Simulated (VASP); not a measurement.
# InP (I4/mmm) in VASP: single point with PBEsol

Aim: the single point of InP with PBEsol.

Everything below comes from runs of VASP 6.6.1. Logs are shortened: lines on timing, memory, paths and dates and some standing lists are left out, and cuts for length are marked.

**1. The cell of the first run**

It takes space group I4/mmm (No. 139, tetragonal). Conventional cell: a = 3.972 Å, b = 3.972 Å, c = 5.899 Å, α = 90.00°, β = 90.00°, γ = 90.00°. In (site symmetry 4/mmm) has 6 P at 2.81 to 2.95 Å within 3.7 Å. P (site symmetry 4/mmm) has 6 In at 2.81 to 2.95 Å within 3.7 Å.

**2. Single point, PBEsol**

File INCAR:

```
SYSTEM = InP
ALGO = Normal
EDIFF = 1E-6
ENCUT = 520
GGA = PS
ISIF = 2
ISMEAR = 0
LASPH = .True.
LCHARG = .False.
LREAL = .False.
LWAVE = .False.
NBANDS = 16
NELM = 60
PREC = Accurate
SIGMA = 0.15
```

File KPOINTS:

```
k-points
0
Gamma
  6 6 6
  0 0 0
```

File POSCAR:

```
InP
1.0
    0.0000000000      2.8089435591      2.9493907371
    2.8089435591      0.0000000000      2.9493907371
    2.8089435591      2.8089435591      0.0000000000
In P
1 1
Direct
    0.0000000000      0.0000000000      0.0000000000
    0.5000000000      0.5000000000      0.5000000000
```

Potentials or basis: VASP PAW PBE potentials, release 64 (In_d, P).

Launch:

```console
cat potpaw_PBE.64/In_d/POTCAR potpaw_PBE.64/P/POTCAR > POTCAR
mpirun -np 1 vasp_std > vasp.out
```

OUTCAR:

```text
SYSTEM = InP
   EDIFF = 1E-6
   ENCUT = 520
   GGA = PS
   ISIF = 2
   ISMEAR = 0
   LASPH = .True.
   LREAL = .False.
   NELM = 60
   PREC = Accurate

 ion  position               nearest neighbor table
   1  0.000  0.000  0.000-   2 2.81   2 2.81   2 2.81   2 2.81   2 2.95   2 2.95
   2  0.500  0.500  0.500-   1 2.81   1 2.81   1 2.81   1 2.81   1 2.95   1 2.95

  LATTYP: Found a body centered tetragonal cell.
 ALAT       =     3.9724460772
 C/A-ratio  =     1.4849242405

  Lattice vectors:

 A1 = (  -2.8089435591,   0.0000000000,   2.9493907371)
 A2 = (   2.8089435591,   0.0000000000,   2.9493907371)
 A3 = (   0.0000000000,   2.8089435591,  -2.9493907371)

Analysis of symmetry for initial positions (statically):
=====================================================================
 Subroutine PRICEL returns:
 Original cell was already a primitive cell.

 Routine SETGRP: Setting up the symmetry group for a
 body centered tetragonal supercell.

 Subroutine GETGRP returns: Found 16 space group operations
 (whereof 16 operations were pure point group operations)
 out of a pool of 16 trial point group operations.

The static configuration has the point symmetry D_4h.

Analysis of symmetry for dynamics (positions and initial velocities):
=====================================================================
 Subroutine PRICEL returns:
 Original cell was already a primitive cell.

 Routine SETGRP: Setting up the symmetry group for a
 body centered tetragonal supercell.

 Subroutine GETGRP returns: Found 16 space group operations
 (whereof 16 operations were pure point group operations)
 out of a pool of 16 trial point group operations.

The dynamic configuration has the point symmetry D_4h.

 Subroutine INISYM returns: Found 16 space group operations
 (whereof 16 operations are pure point group operations),
 and found     1 'primitive' translations

----------------------------------------------------------------------------------------

                                     Primitive cell

  volume of cell :      46.5424

  direct lattice vectors                    reciprocal lattice vectors
     0.000000000  2.808943559  2.949390737    -0.178002865  0.178002865  0.169526538
     2.808943559  0.000000000  2.949390737     0.178002865 -0.178002865  0.169526538
     2.808943559  2.808943559  0.000000000     0.178002865  0.178002865 -0.169526538

  length of vectors
     4.072968161  4.072968161  3.972446077     0.303495118  0.303495118  0.303495118

  position of ions in fractional coordinates (direct lattice)
     0.000000000  0.000000000  0.000000000
     0.500000000  0.500000000  0.500000000

  ion indices of the primitive-cell ions
   primitive index   ion index
                 1           1
                 2           2

----------------------------------------------------------------------------------------

 KPOINTS: k-points

Automatic generation of k-mesh.
 Grid dimensions read from file:
 generate k-points for:    6    6    6

 Generating k-lattice:

  Cartesian coordinates                     Fractional coordinates (reciprocal lattice)
    -0.029667144  0.029667144  0.028254423     0.166666667  0.000000000  0.000000000
     0.029667144 -0.029667144  0.028254423     0.000000000  0.166666667  0.000000000
     0.029667144  0.029667144 -0.028254423     0.000000000  0.000000000  0.166666667

  Length of vectors
     0.050582520  0.050582520  0.050582520

  Shift w.r.t. Gamma in fractional coordinates (k-lattice)
     0.000000000  0.000000000  0.000000000

 Subroutine IBZKPT returns following result:
 ===========================================

 Found     30 irreducible k-points:

 Following reciprocal coordinates:
            Coordinates               Weight
  0.000000  0.000000  0.000000      1.000000
  0.166667  0.000000  0.000000      8.000000
  0.333333  0.000000  0.000000      8.000000
  0.500000  0.000000  0.000000      4.000000
  0.166667  0.166667  0.000000      2.000000
  0.333333  0.166667  0.000000      8.000000
[... 16 lines left out ...]
  0.333333  0.000000  0.333333      4.000000
  0.500000  0.000000  0.333333     16.000000
 [... further k-points ...]
   k-points           NKPTS =     30   k-points in BZ     NKDIM =     30   number of bands    NBANDS=     16
   number of dos      NEDOS =    301   number of ions     NIONS =      2
   total plane-waves  NPLWV =  27000
   dimension x,y,z NGX =    30 NGY =   30 NGZ =   30
   dimension x,y,z NGXF=    60 NGYF=   60 NGZF=   60
   ions per type =               1   1
   NGX,Y,Z   is equivalent  to a cutoff of  12.25, 12.25, 12.55 a.u.
   NGXF,Y,Z  is equivalent  to a cutoff of  24.49, 24.49, 25.11 a.u.
 SYSTEM =  InP
   PREC   = accura    normal or accurate (medium, high low for compatibility)
   ISTART =      0    job   : 0-new  1-cont  2-samecut
   ICHARG =      2    charge: 1-file 2-atom 10-const
   ISPIN  =      1    spin polarized calculation?
   LNONCOLLINEAR =      F non collinear calculations
   LSORBIT =      F    spin-orbit coupling
   LASPH  =      T    aspherical Exc in radial PAW
   ENCUT  =  520.0 eV  38.22 Ry    6.18 a.u.   7.57  7.57  7.39*2*pi/ulx,y,z
   NELM   =     60;   NELMIN=  2; NELMDL= -5     # of ELM steps
   EDIFF  = 0.1E-05   stopping-criterion for ELM
   LREAL  =      F    real-space projection
   EDIFFG = 0.1E-04   stopping-criterion for IOM
   NSW    =      0    number of steps for IOM
   IBRION =     -1    ionic relax: 0-MD 1-quasi-New 2-CG
   NFREE  =      0    steps in history (QN), initial steepest desc. (CG)
   ISIF   =      2    stress and relaxation
   ISYM   =      2    0-nonsym 1-usesym 2-fastsym
   POTIM  = 0.5000    time-step for ionic-motion
   TEBEG  =    0.0;   TEEND  =   0.0 temperature during run
   PSTRESS=    0.0 pullay stress
   NELECT =      18.0000    total number of electrons
   NUPDOWN=      -1.0000    fix difference up-down
   EMIN   =  10.00;   EMAX   =-10.00  energy-range for DOS
   EFERMI =   0.00;   METHOD = LEGACY
   ISMEAR =     0;   SIGMA  =   0.15  broadening in eV -4-tet -1-fermi 0-gaus
   EFERMI_NEDOS =   21; number of points for ismear=-14 and -15
   IALGO  =     38    algorithm
   IMIX   =      4    mixing-type and parameters
     AMIX     =   0.40;   BMIX     =  1.00
     AMIX_MAG =   1.60;   BMIX_MAG =  1.00
  volume/ion in A,a.u.               =      23.27       157.04
  Fermi-wavevector in a.u.,A,eV,Ry     =   1.192750  2.253971 19.356375  1.422653
  Thomas-Fermi vector in A             =   2.328781
   LORBIT       =      0    0 simple, 1 ext, 2 COOP (PROOUT), +10 PAW based schemes
   GGA     = PS    functional components
   LHFCALC =     F    Hartree Fock is set to
   AEXX    =    0.0000 exact exchange contribution
   IVDW    =     0    specifies the selected vdW correction
   LEPSILON=     F    determine dielectric tensor
   LRPA    =     F    only Hartree local field effects (RPA)
 non-spin polarized calculation
 Gauss-broadening in eV      SIGMA  =   0.15
  energy-cutoff  :      520.00
  volume of cell :       46.54
 maximum number of plane-waves:      1275
   NGX = 15   NGY = 15   NGZ = 15

 number of electron      17.9999993 magnetization

 Free energy of the ion-electron system (eV)
  ---------------------------------------------------
  ext. energy  EPLUGINS =         0.00000000
  ---------------------------------------------------
  free energy    TOTEN  =        -8.63968976 eV

  energy without entropy =       -8.62426448  energy(sigma->0) =       -8.63197712

 E-fermi :   5.8634     XC(G=0): -10.1335

 val. band max:        5.8587947223   @ k =   0.3333   0.0000   0.0000
 cond. band min:       5.8675612745   @ k =   0.5000   0.0000   0.0000
 fundamental gap:      0.0087665523
 Fermi energy:         5.8634088444

 k-point     1 :       0.0000    0.0000    0.0000
  band No.  band energies     occupation
      1      -8.1670      2.00000
      2      -8.1649      2.00000
      3      -8.1573      2.00000
      4      -8.1379      2.00000
      5      -8.1379      2.00000
      6      -5.5448      2.00000
[... 8 lines left out ...]
     15      14.1766      0.00000
     16      14.1766      0.00000

 k-point     2 :       0.1667    0.0000    0.0000
  band No.  band energies     occupation
      1      -8.1765      2.00000
      2      -8.1741      2.00000
      3      -8.1470      2.00000
      4      -8.1319      2.00000
      5      -8.1261      2.00000
      6      -5.2393      2.00000
[... 8 lines left out ...]
     15      13.7722      0.00000
     16      13.8414      0.00000

 k-point     3 :       0.3333    0.0000    0.0000
  band No.  band energies     occupation
      1      -8.2025      2.00000
      2      -8.1925      2.00000
      3      -8.1468      2.00000
      4      -8.0995      2.00000
      5      -8.0976      2.00000
      6      -4.4157      2.00000
[... 8 lines left out ...]
     15      15.2774      0.00000
     16      15.4085      0.00000

 k-point     4 :       0.5000    0.0000    0.0000
  band No.  band energies     occupation
      1      -8.2156      2.00000
      2      -8.2020      2.00000
      3      -8.1489      2.00000
      4      -8.0859      2.00000
      5      -8.0786      2.00000
      6      -3.7536      2.00000
[... 8 lines left out ...]
     15      16.7778      0.00000
     16      17.0871      0.00000
[... 324 lines left out ...]
 k-point    22 :      -0.3333    0.5000    0.1667
  band No.  band energies     occupation
      1      -8.3246      2.00000
      2      -8.1648      2.00000
      3      -8.1594      2.00000
      4      -8.0939      2.00000
      5      -8.0625      2.00000
      6      -3.0403      2.00000
[... 8 lines left out ...]
     15      17.2439      0.00000
     16      18.8961      0.00000

 k-point    23 :       0.3333    0.0000    0.3333
  band No.  band energies     occupation
      1      -8.3260      2.00000
      2      -8.1699      2.00000
      3      -8.1309      2.00000
      4      -8.0851      2.00000
      5      -8.0792      2.00000
      6      -3.8408      2.00000
[... 8 lines left out ...]
     15      16.6199      0.00000
     16      18.7141      0.00000

 k-point    24 :       0.5000    0.0000    0.3333
  band No.  band energies     occupation
      1      -8.3582      2.00000
      2      -8.1649      2.00000
      3      -8.1377      2.00000
      4      -8.0788      2.00000
      5      -8.0647      2.00000
      6      -3.0762      2.00000
[... 8 lines left out ...]
     15      17.8491      0.00000
     16      18.8093      0.00000

 [... further k-points ...]
[... 5 lines left out ...]
  --------------------------------------------------------------------------------------
  -------------------------------------------------------------------------------------
  Total       -1.9812530     -1.9812530     -2.7548739      0.0000000      0.0000000     -0.0000000
  in kB      -68.2027961    -68.2027961    -94.8339776      0.0000000      0.0000000     -0.0000000
  external PRESSURE =     -77.0798566 kB  Pullay stress =       0.0000000 kB

 VOLUME and BASIS-vectors are now :
 -----------------------------------------------------------------------------
  energy-cutoff  :      520.00
  volume of cell :       46.54
      direct lattice vectors                 reciprocal lattice vectors
     0.000000000  2.808943559  2.949390737    -0.178002865  0.178002865  0.169526538
     2.808943559  0.000000000  2.949390737     0.178002865 -0.178002865  0.169526538
     2.808943559  2.808943559  0.000000000     0.178002865  0.178002865 -0.169526538

 POSITION                                       TOTAL-FORCE (eV/Angst)
 -----------------------------------------------------------------------------------
      0.00000      0.00000      0.00000         0.000000     -0.000000     -0.000000
      2.80894      2.80894      2.94939         0.000000      0.000000      0.000000
 -----------------------------------------------------------------------------------
    total drift:                               -0.000000      0.000000      0.000000

  FREE ENERGIE OF THE ION-ELECTRON SYSTEM (eV)
  ---------------------------------------------------
  free  energy   TOTEN  =        -8.6396897613 eV

  energy  without entropy=       -8.6242644838  energy(sigma->0) =       -8.63197712
```

Run time: 26 s. Hardware: 1 thread of AMD EPYC 7R13 (Zen 3), shared host; peak memory 0.14 GiB.

What came out:

* Free energy: -8.6397 eV
* Pressure: -7.7 GPa
* Band gap on the k mesh: zero (band 9 reaches 6.13 eV, above the bottom of band 10 at 3.89 eV)

Caveat: the PAW data sets were made with another functional, which shifts forces and pressure a little; spin-orbit coupling is left out, which moves the levels of the heavy elements.
